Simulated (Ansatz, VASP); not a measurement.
Two plane-wave programs on Zr

The input POSCAR:

```
Zr
1.0
    2.9431205930      0.0000000000      0.0000000000
    0.0000000000      2.9431205930      0.0000000000
    0.0000000000      0.0000000000      2.9431205930
Zr
1
Direct
    0.0000000000      0.0000000000      0.0000000000
```

INCAR.step1

```
ALGO = Normal ; EDIFF = 1E-5
ENCUT = 550 ; GGA = PE
GGA_COMPAT = F ; ISMEAR = -1
LASPH = T ; LCHARG = F
LREAL = F ; LWAVE = T
NBANDS = 12 ; NELM = 120
PREC = Accurate ; SIGMA = 0.1
```

Contents of INCAR.step2:

```
ALGO = Normal ; EDIFF = 1E-6
ENCUT = 550 ; GGA_COMPAT = F
ISIF = 2 ; ISMEAR = -1
ISTART = 1 ; LASPH = T
LCHARG = F ; LMIXTAU = T
LREAL = F ; LWAVE = F
METAGGA = R2SCAN ; NBANDS = 12
NELM = 120 ; PREC = Accurate
SIGMA = 0.1
```

Contents of KPOINTS:

```
k-points
0
Gamma
  12 12 12
```

Input for Ansatz:

```yaml
crystal:
  lattice:
    - [2.943120593, 0.0, 0.0]
    - [0.0, 2.943120593, 0.0]
    - [0.0, 0.0, 2.943120593]
  atoms:
    - { symbol: Zr, position: [0.0, 0.0, 0.0] }
hamiltonian:
  xc: r2scan
  pseudopotentials:
    kind: paw
    azcp:
      Zr: "pseudopotentials/Zr.paw.azcp"
basis:
  ecutwfc: 500
  fft_grid_basis: typed
kpoints:
  mp_grid: { grid: [12, 12, 12], shift: [0, 0, 0] }
magnetization:
  spin_polarized: false
scf:
  occupations: { method: fermi_dirac, width: 0.1 }
  lower_state_search: "off"
output:
  stress: true
```

Alike in both runs: task single point; functional r2SCAN; k mesh 12 × 12 × 12; occupations fermi-dirac, width 0.1 eV; no spin polarisation.

```csv
,VASP,Ansatz
version,VASP 6.6.1,Ansatz 0.2.0
potentials or method,"VASP PAW PBE potentials, release 64 (Zr_sv), cutoff 550 eV","plane waves (500 eV) with PAW, scalar-relativistic"
valence electrons in the cell,12,12
```

VASP gave:

| Item | Value |
| --- | --- |
| pressure (GPa) | -1.9 |

Which values does Ansatz return?

Pressure (GPa): -2.0.

VASP's potentials were made for PBE, not for r2SCAN.
